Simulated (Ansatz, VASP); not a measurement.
## CdS: VASP beside Ansatz

Contents of INCAR:

```
SYSTEM = CdS
PREC = Accurate ; ENCUT = 520
EDIFF = 1E-7 ; ISMEAR = 0
SIGMA = 0.05 ; LREAL = .FALSE.
LASPH = .TRUE. ; NELM = 100
ALGO = Normal ; ISIF = 2
LWAVE = .FALSE. ; LCHARG = .FALSE.
GGA = PS ; NBANDS = 16
```

File KPOINTS:

```
Automatic mesh
0
G
  12 12 12
  0 0 0
```

The input POSCAR:

```
CdS
1.0
    0.2202595200      2.6492815066      2.6492815066
    2.8695410266      0.0000000000      2.8695410266
    2.8695410266      2.8695410266      0.0000000000
Cd S
1 1
Direct
    0.0000000000      0.0000000000      0.0000000000
    0.5000000000      0.5000000000      0.5000000000
```

Input for Ansatz:

```yaml
crystal:
  lattice:
    - [0.22025952, 2.6492815066, 2.6492815066]
    - [2.8695410266, 0.0, 2.8695410266]
    - [2.8695410266, 2.8695410266, 0.0]
  atoms:
    - { symbol: Cd, position: [0.0, 0.0, 0.0] }
    - { symbol: S, position: [0.5, 0.5, 0.5] }
basis:
  ecutwfc: 420
kpoints:
  mp_grid: { grid: [12, 12, 12] }
hamiltonian:
  xc: pbesol
scf:
  occupations: { method: gaussian, width: 0.05 }
output:
  forces: true
  stress: true
  eigenvalues: true
  write_density: true
  write_potential: true
  elf: true
  volumetric_format: npy
```

Alike in both runs: task single point; functional PBEsol; k mesh 12 × 12 × 12; occupations gaussian, width 0.05 eV; no spin polarisation.

```csv
,VASP,Ansatz
version,VASP 6.6.1,Ansatz 0.2.0
potentials or method,"VASP PAW PBE potentials, release 64 (Cd, S), cutoff 520 eV","scalar-relativistic, plane waves, PAW"
valence electrons in the cell,18,26
```

Ansatz gave:

```
gap on the k mesh at the Fermi level (eV)                     : none
pressure (GPa)                                                : -4.6
traceless stress, the component that is largest in VASP (GPa) : -2.39
```

**Question.** Estimate VASP's values.

**Answer.** gap on the k mesh at the Fermi level (eV): none; pressure (GPa): -4.2; traceless stress, the component that is largest in VASP (GPa): -2.36.

VASP's potentials were made for PBE, not for PBEsol. A gap of «none» marks a metal or a gap that the smearing closes. VASP's potentials hold 18 valence electrons a cell and Ansatz's 26, so a difference there can come from the potentials and not from the codes.
